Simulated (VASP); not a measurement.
# Sb in VASP: notebook

The runs below take Sb through single point, with PBEsol.

All numbers are computed with VASP 6.6.1; they aren't measurements. Logs are shortened: lines on timing, memory, paths and dates and some standing lists are left out, and cuts for length are marked.

### Step 1. The cell of the first run

The cell holds a slab with vacuum, 5 atoms: a = 3.334 Å, b = 3.334 Å, c = 15.960 Å, α = 90.00°, β = 90.00°, γ = 90.00°.

### Step 2. Single point, PBEsol

INCAR reads:

```
PREC = Accurate ; ENCUT = 520
EDIFF = 1E-6 ; ISMEAR = -1
SIGMA = 0.1 ; LREAL = F
LASPH = T ; NELM = 100
ALGO = Normal ; ISIF = 2
LWAVE = F ; LCHARG = F
LDIPOL = T ; IDIPOL = 3
DIPOL = 0.5 0.5 0.500 ; GGA = PS
NBANDS = 20
```

KPOINTS reads:

```
Automatic mesh
0
Gamma
  11 11 1
```

POSCAR reads:

```
Sb
1.0
    3.3338465348      0.0000000000      0.0000000000
    0.0000000000      3.3338465348      0.0000000000
    0.0000000000      0.0000000000     15.9599000000
Sb
5
Direct
    0.0000000000      0.0000000000      0.2193002183
    0.5000000000      0.5000000000      0.3498306073
    0.0000000000      0.0000000000      0.4999997910
    0.5000000000      0.5000000000      0.6501693156
    0.0000000000      0.0000000000      0.7806997817
```

Potentials or basis: VASP PAW PBE potentials, release 64 (Sb).

Launch:

```sh
$ cat potpaw_PBE.64/Sb/POTCAR > POTCAR
$ mpirun -np 1 vasp_std > vasp.out
```

OUTCAR:

```text
PREC = Accurate
   ENCUT = 520
   EDIFF = 1E-6
   ISMEAR = -1
   LREAL = F
   LASPH = T
   NELM = 100
   ISIF = 2
   GGA = PS

 ion  position               nearest neighbor table
   1  0.000  0.000  0.219-   2 3.15   2 3.15   2 3.15   2 3.15
   2  0.500  0.500  0.350-   1 3.15   1 3.15   1 3.15   1 3.15   3 3.36   3 3.36   3 3.36   3 3.36

   3  0.000  0.000  0.500-   2 3.36   2 3.36   2 3.36   2 3.36   4 3.36   4 3.36   4 3.36   4 3.36

   4  0.500  0.500  0.650-   5 3.15   5 3.15   5 3.15   5 3.15   3 3.36   3 3.36   3 3.36   3 3.36

   5  0.000  0.000  0.781-   4 3.15   4 3.15   4 3.15   4 3.15

  LATTYP: Found a simple tetragonal cell.
 ALAT       =     3.3338465348
 C/A-ratio  =     4.7872329555

  Lattice vectors:

 A1 = (   3.3338465348,   0.0000000000,   0.0000000000)
 A2 = (   0.0000000000,   3.3338465348,   0.0000000000)
 A3 = (   0.0000000000,   0.0000000000,  15.9599000000)

Analysis of symmetry for initial positions (statically):
=====================================================================
 Subroutine PRICEL returns:
 Original cell was already a primitive cell.

 Routine SETGRP: Setting up the symmetry group for a
 simple tetragonal supercell.

 Subroutine GETGRP returns: Found 16 space group operations
 (whereof 16 operations were pure point group operations)
 out of a pool of 16 trial point group operations.

The static configuration has the point symmetry D_4h.

Analysis of symmetry for dynamics (positions and initial velocities):
=====================================================================
 Subroutine PRICEL returns:
 Original cell was already a primitive cell.

 Routine SETGRP: Setting up the symmetry group for a
 simple tetragonal supercell.

 Subroutine GETGRP returns: Found 16 space group operations
 (whereof 16 operations were pure point group operations)
 out of a pool of 16 trial point group operations.

The dynamic configuration has the point symmetry D_4h.

 Subroutine INISYM returns: Found 16 space group operations
 (whereof 16 operations are pure point group operations),
 and found     1 'primitive' translations

----------------------------------------------------------------------------------------

                                     Primitive cell

  volume of cell :     177.3868

  direct lattice vectors                    reciprocal lattice vectors
     3.333846535  0.000000000  0.000000000     0.299953819  0.000000000  0.000000000
     0.000000000  3.333846535  0.000000000     0.000000000  0.299953819  0.000000000
     0.000000000  0.000000000 15.959900000     0.000000000  0.000000000  0.062657034

  length of vectors
     3.333846535  3.333846535 15.959900000     0.299953819  0.299953819  0.062657034

  position of ions in fractional coordinates (direct lattice)
     0.000000000  0.000000000  0.219300218
     0.500000000  0.500000000  0.349830607
     0.000000000  0.000000000  0.499999791
     0.500000000  0.500000000  0.650169316
     0.000000000  0.000000000  0.780699782

  ion indices of the primitive-cell ions
   primitive index   ion index
                 1           1
                 2           2
                 3           3
                 4           4
                 5           5

----------------------------------------------------------------------------------------

 KPOINTS: Automatic mesh

Automatic generation of k-mesh.
 Grid dimensions read from file:
 generate k-points for:   11   11    1

 Generating k-lattice:

  Cartesian coordinates                     Fractional coordinates (reciprocal lattice)
     0.027268529  0.000000000  0.000000000     0.090909091  0.000000000  0.000000000
     0.000000000  0.027268529  0.000000000     0.000000000  0.090909091  0.000000000
     0.000000000  0.000000000  0.062657034     0.000000000  0.000000000  1.000000000

  Length of vectors
     0.027268529  0.027268529  0.062657034

  Shift w.r.t. Gamma in fractional coordinates (k-lattice)
     0.000000000  0.000000000  0.000000000

 Subroutine IBZKPT returns following result:
 ===========================================

 Found     21 irreducible k-points:

 Following reciprocal coordinates:
            Coordinates               Weight
  0.000000  0.000000  0.000000      1.000000
  0.090909  0.000000  0.000000      4.000000
  0.181818  0.000000  0.000000      4.000000
  0.272727  0.000000  0.000000      4.000000
  0.363636  0.000000  0.000000      4.000000
  0.454545  0.000000  0.000000      4.000000
[... 13 lines left out ...]
  0.454545  0.363636  0.000000      8.000000
  0.454545  0.454545  0.000000      4.000000
   k-points           NKPTS =     21   k-points in BZ     NKDIM =     21   number of bands    NBANDS=     20
   number of dos      NEDOS =    301   number of ions     NIONS =      5
   total plane-waves  NPLWV =  94080
   dimension x,y,z NGX =    28 NGY =   28 NGZ =  120
   dimension x,y,z NGXF=    56 NGYF=   56 NGZF=  240
   ions per type =               5
   NGX,Y,Z   is equivalent  to a cutoff of  13.96, 13.96, 12.50 a.u.
   NGXF,Y,Z  is equivalent  to a cutoff of  27.93, 27.93, 25.00 a.u.
 SYSTEM =  unknown system
   PREC   = accura    normal or accurate (medium, high low for compatibility)
   ISTART =      0    job   : 0-new  1-cont  2-samecut
   ICHARG =      2    charge: 1-file 2-atom 10-const
   ISPIN  =      1    spin polarized calculation?
   LNONCOLLINEAR =      F non collinear calculations
   LSORBIT =      F    spin-orbit coupling
   LASPH  =      T    aspherical Exc in radial PAW
   ENCUT  =  520.0 eV  38.22 Ry    6.18 a.u.   6.20  6.20 29.67*2*pi/ulx,y,z
   NELM   =    100;   NELMIN=  2; NELMDL= -5     # of ELM steps
   EDIFF  = 0.1E-05   stopping-criterion for ELM
   LREAL  =      F    real-space projection
   EDIFFG = 0.1E-04   stopping-criterion for IOM
   NSW    =      0    number of steps for IOM
   IBRION =     -1    ionic relax: 0-MD 1-quasi-New 2-CG
   NFREE  =      0    steps in history (QN), initial steepest desc. (CG)
   ISIF   =      2    stress and relaxation
   ISYM   =      2    0-nonsym 1-usesym 2-fastsym
   POTIM  = 0.5000    time-step for ionic-motion
   TEBEG  =    0.0;   TEEND  =   0.0 temperature during run
   PSTRESS=    0.0 pullay stress
   NELECT =      25.0000    total number of electrons
   NUPDOWN=      -1.0000    fix difference up-down
   EMIN   =  10.00;   EMAX   =-10.00  energy-range for DOS
   EFERMI =   0.00;   METHOD = LEGACY
   ISMEAR =    -1;   SIGMA  =   0.10  broadening in eV -4-tet -1-fermi 0-gaus
   EFERMI_NEDOS =   21; number of points for ismear=-14 and -15
   IALGO  =     38    algorithm
   IMIX   =      4    mixing-type and parameters
     AMIX     =   0.40;   BMIX     =  1.00
     AMIX_MAG =   1.60;   BMIX_MAG =  1.00
  volume/ion in A,a.u.               =      35.48       239.41
  Fermi-wavevector in a.u.,A,eV,Ry     =   0.851951  1.609953  9.875377  0.725820
  Thomas-Fermi vector in A             =   1.968163
   LORBIT       =      0    0 simple, 1 ext, 2 COOP (PROOUT), +10 PAW based schemes
   GGA     = PS    functional components
   LHFCALC =     F    Hartree Fock is set to
   AEXX    =    0.0000 exact exchange contribution
   IVDW    =     0    specifies the selected vdW correction
   LEPSILON=     F    determine dielectric tensor
   LRPA    =     F    only Hartree local field effects (RPA)
 non-spin polarized calculation
  energy-cutoff  :      520.00
  volume of cell :      177.39
 maximum number of plane-waves:      4814
 NGX is ok and might be reduce to    28
   NGX = 13   NGY = 13   NGZ = 59

 number of electron      25.0000002 magnetization

 dipolmoment           0.000000      0.000000      0.000022 electrons x Angstroem

 Free energy of the ion-electron system (eV)
  ---------------------------------------------------
  ext. energy  EPLUGINS =         0.00000000
  ---------------------------------------------------
  free energy    TOTEN  =       -21.01918161 eV

  energy without entropy =      -20.90191115  energy(sigma->0) =      -20.96054638

 E-fermi :   5.3660     XC(G=0):  -8.3515

 val. band max:        5.3503428074   @ k =   0.2727   0.2727   0.0000
 cond. band min:       5.3661565613   @ k =   0.4545   0.1818   0.0000
 fundamental gap:      0.0158137539
 Fermi energy:         5.3660190445

 k-point     1 :       0.0000    0.0000    0.0000
  band No.  band energies     occupation
      1      -7.8698      2.00000
      2      -7.4753      2.00000
      3      -5.9512      2.00000
      4      -4.0689      2.00000
      5      -2.6457      2.00000
      6       1.2058      2.00000
[... 12 lines left out ...]
     19       9.7154      0.00000
     20       9.9257      0.00000

 k-point     2 :       0.0909    0.0000    0.0000
  band No.  band energies     occupation
      1      -7.7569      2.00000
      2      -7.3627      2.00000
      3      -5.8449      2.00000
      4      -3.9797      2.00000
      5      -2.5914      2.00000
      6       1.3008      2.00000
[... 12 lines left out ...]
     19       9.6940      0.00000
     20      10.1323      0.00000

 k-point     3 :       0.1818    0.0000    0.0000
  band No.  band energies     occupation
      1      -7.4191      2.00000
      2      -7.0266      2.00000
      3      -5.5305      2.00000
      4      -3.7303      2.00000
      5      -2.4760      2.00000
      6       1.5049      2.00000
[... 12 lines left out ...]
     19       9.7783      0.00000
     20       9.7958      0.00000

 k-point     4 :       0.2727    0.0000    0.0000
  band No.  band energies     occupation
      1      -6.8605      2.00000
      2      -6.4729      2.00000
      3      -5.0272      2.00000
      4      -3.4058      2.00000
      5      -2.5055      2.00000
      6       0.9059      2.00000
[... 360 lines left out ...]
 k-point    20 :       0.4545    0.3636    0.0000
  band No.  band energies     occupation
      1      -3.4601      2.00000
      2      -3.1935      2.00000
      3      -2.5541      2.00000
      4      -2.3992      2.00000
      5      -2.3893      2.00000
      6       0.8946      2.00000
[... 12 lines left out ...]
     19       6.3210      0.00014
     20       6.6293      0.00001

 k-point    21 :       0.4545    0.4545    0.0000
  band No.  band energies     occupation
      1      -2.6898      2.00000
      2      -2.5091      2.00000
      3      -2.1882      2.00000
      4      -2.0193      2.00000
      5      -1.9370      2.00000
      6       0.2954      2.00000
[... 12 lines left out ...]
     19       5.8963      0.00991
     20       6.0119      0.00313

------------------------ aborting loop because EDIFF is reached ----------------------------------------

 vacuum level on the upper side and lower side of the slab       (xc-potential included)        -1.485        -1.485

  FORCE on cell =-STRESS in cart. coord.  units (eV):
  Direction    XX          YY          ZZ          XY          YZ          ZX
  --------------------------------------------------------------------------------------
  -------------------------------------------------------------------------------------
  Total        0.6947393      0.6947393      0.0706821      0.0000000      0.0000000      0.0000000
  in kB        6.2749612      6.2749612      0.6384088      0.0000000      0.0000000      0.0000000
  external PRESSURE =       4.3961104 kB  Pullay stress =       0.0000000 kB

 VOLUME and BASIS-vectors are now :
 -----------------------------------------------------------------------------
  energy-cutoff  :      520.00
  volume of cell :      177.39
      direct lattice vectors                 reciprocal lattice vectors
     3.333846535  0.000000000  0.000000000     0.299953819  0.000000000  0.000000000
     0.000000000  3.333846535  0.000000000     0.000000000  0.299953819  0.000000000
     0.000000000  0.000000000 15.959900000     0.000000000  0.000000000  0.062657034

 POSITION                                       TOTAL-FORCE (eV/Angst)
 -----------------------------------------------------------------------------------
      0.00000      0.00000      3.50001        -0.000000      0.000000     -0.015309
      1.66692      1.66692      5.58326        -0.000000      0.000000      0.012545
      0.00000      0.00000      7.97995        -0.000000      0.000000      0.000000
      1.66692      1.66692     10.37664         0.000000     -0.000000     -0.012545
      0.00000      0.00000     12.45989         0.000000      0.000000      0.015309
 -----------------------------------------------------------------------------------
    total drift:                               -0.000000      0.000000      0.001489

  FREE ENERGIE OF THE ION-ELECTRON SYSTEM (eV)
  ---------------------------------------------------
  free  energy   TOTEN  =       -21.0191816081 eV

  energy  without entropy=      -20.9019111523  energy(sigma->0) =      -20.96054638

 vacuum level on the upper side and lower side of the slab         8.076         8.075
```

Run time: 40 s. Hardware: 1 thread of Intel Xeon 6975P-C (Granite Rapids), shared host; peak memory 0.3 GiB.

What came out:

- Free energy: -21.0192 eV
- Largest force: 0.015 eV/Å

Forces on the atoms (eV/Å):
```
Sb   0.000  0.000 -0.015
Sb   0.000  0.000  0.013
Sb   0.000  0.000  0.000
Sb   0.000  0.000 -0.013
Sb   0.000  0.000  0.015
```

Caveat: the PAW data sets were made with another functional, which shifts forces and pressure a little; spin-orbit coupling is left out, which moves the levels of the heavy elements.

### Step 3. Single point, PBEsol

This run uses another cell than the first one, of 56.53 Å³/atom, 1.593 times its volume.

INCAR reads:

```
SYSTEM = Sb
  ALGO = Normal
  DIPOL = 0.5 0.5 0.500
  EDIFF = 1E-7
  ENCUT = 520
  GGA = PS
  IDIPOL = 3
  ISIF = 2
  ISMEAR = -1
  LASPH = .True.
  LCHARG = .False.
  LDIPOL = .True.
  LREAL = .False.
  LWAVE = .False.
  NBANDS = 20
  NELM = 80
  PREC = Accurate
  SIGMA = 0.1
```

KPOINTS reads:

```
k-points
0
Gamma
  11 11 1
  0 0 0
```

POSCAR reads:

```
Sb
1.0
    3.3338465348      0.0000000000      0.0000000000
    0.0000000000      3.3338465348      0.0000000000
    0.0000000000      0.0000000000     25.4295000000
Sb
5
Direct
    0.0000000000      0.0000000000      0.3145944285
    0.5000000000      0.5000000000      0.4072972140
    0.0000000000      0.0000000000      0.5000000000
    0.5000000000      0.5000000000      0.5927027860
    0.0000000000      0.0000000000      0.6854055715
```

Potentials or basis: VASP PAW PBE potentials, release 64 (Sb).

Launch:

```sh
$ cat potpaw_PBE.64/Sb/POTCAR > POTCAR
$ mpirun -np 1 vasp_std > vasp.out
```

Run time: 1.7 min. Hardware: 1 thread of Intel Xeon 6975P-C (Granite Rapids), shared host; peak memory 0.42 GiB.

It converged, with:

```yaml
Free_energy: -20.9117 eV
Largest_force: 0.327 eV/Å
```

Forces on the atoms (eV/Å):
```
Sb   0.000  0.000  0.327
Sb   0.000  0.000 -0.308
Sb   0.000  0.000  0.000
Sb   0.000  0.000  0.308
Sb   0.000  0.000 -0.327
```

Levels at points of the mesh, in eV from the Fermi level:
| k point | band 9 | band 10 | band 11 | band 12 | band 13 | band 14 | band 15 | band 16 |
| --- | --- | --- | --- | --- | --- | --- | --- | --- |
| (0.00, 0.00, 0.00) | 0.61 | 0.61 | 1.36 | 1.36 | 2.04 | 2.53 | 2.53 | 3.70 |

Caveat: the PAW data sets were made with another functional, which shifts forces and pressure a little; spin-orbit coupling is left out, which moves the levels of the heavy elements.

(Continued in part 2 of 2.)
